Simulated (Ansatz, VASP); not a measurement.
# Two plane-wave programs on CuI

File INCAR:

```
SYSTEM = CuI
ALGO = Normal
EDIFF = 1E-7
ENCUT = 520
GGA = PE
ISIF = 2
ISMEAR = 0
LASPH = .True.
LCHARG = .False.
LREAL = .False.
LWAVE = .False.
NBANDS = 16
NELM = 60
PREC = Accurate
SIGMA = 0.15
```

KPOINTS

```
k-points
0
Gamma
  14 14 14
  0 0 0
```

Contents of POSCAR:

```
CuI
1.0
    0.0000000000      2.9372188362      2.9372188362
    2.8620890000      0.0751298362      2.8620890000
    2.8620890000      2.8620890000      0.0751298362
Cu I
1 1
Direct
    0.0000000000      0.0000000000      0.0000000000
    0.5000000000      0.5000000000      0.5000000000
```

Input for Ansatz:

```yaml
crystal:
  lattice:
    - [0.0, 2.9372188362, 2.9372188362]
    - [2.862089, 0.0751298362, 2.862089]
    - [2.862089, 2.862089, 0.0751298362]
  atoms:
    - { symbol: Cu, position: [0.0, 0.0, 0.0] }
    - { symbol: I, position: [0.5, 0.5, 0.5] }
basis:
  ecutwfc: 420
kpoints:
  mp_grid: { grid: [14, 14, 14] }
hamiltonian:
  xc: pbe
scf:
  occupations: { method: gaussian, width: 0.15 }
output:
  forces: true
  stress: true
  eigenvalues: true
```

Change from the starting cell: strain +0.0525 x Voigt [0, 0, 0, 1, 0, 0], atoms carried along.

Alike in both runs: task single point; functional PBE; k mesh 14 × 14 × 14; occupations gaussian, width 0.15 eV; no spin polarisation.

|  | VASP | Ansatz |
| --- | --- | --- |
| version | VASP 6.6.1 | Ansatz 0.2.0 |
| potentials or method | VASP PAW PBE potentials, release 64 (Cu, I), cutoff 520 eV | scalar-relativistic, plane waves, PAW |
| valence electrons in the cell | 18 | 36 |

|  | VASP | Ansatz | Ansatz less VASP |
| --- | --- | --- | --- |
| gap on the k mesh at the Fermi level (eV) | none | none | - |
| pressure (GPa) | 0.3 | 0.3 | -0.03 |
| traceless stress, the component that is largest in VASP (GPa) | -1.04 | -1.04 | +0.001 |

A gap of «none» marks a metal or a gap that the smearing closes. VASP's potentials hold 18 valence electrons a cell and Ansatz's 36, so a difference there can come from the potentials and not from the codes.

Neither program's run includes spin-orbit coupling.
